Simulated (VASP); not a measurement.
Here is a VASP 6.6.1 calculation.

The input INCAR:

```
PREC = Accurate ; ENCUT = 520
EDIFF = 1E-8 ; ISMEAR = 0
SIGMA = 0.01 ; LREAL = False
LASPH = True ; NELM = 100
ALGO = Normal ; ISIF = 2
LWAVE = False ; LCHARG = True
METAGGA = R2SCAN ; LMIXTAU = True
IBRION = 6 ; NFREE = 2
POTIM = 0.015 ; NSW = 1
```

The input KPOINTS:

```
regular mesh
0
Gamma
  6 6 6
```

File POSCAR:

```
BaTe
1.0
    0.0000000000      3.5312150808      3.5312150808
    3.5312150808      0.0000000000      3.5312150808
    3.5312150808      3.5312150808      0.0000000000
Ba Te
1 1
Direct
    0.0000000000      0.0000000000      0.0000000000
    0.5000000000      0.5000000000      0.5000000000
```

Potentials or basis: VASP PAW PBE potentials, release 64 (Ba_sv, Te).

Run with:

```bash
$ cat potpaw_PBE.64/Ba_sv/POTCAR potpaw_PBE.64/Te/POTCAR > POTCAR
$ mpirun -np 1 vasp_std > vasp.out
```

Q: What does it give for the highest phonon frequency at Γ, LO-TO splitting left out?

A: 96 cm⁻¹.

Phonon frequencies in cm⁻¹ (negative: imaginary):
```tsv
q point	frequencies
(0.000, 0.000, 0.000)	0 0 0 96 96 96
```
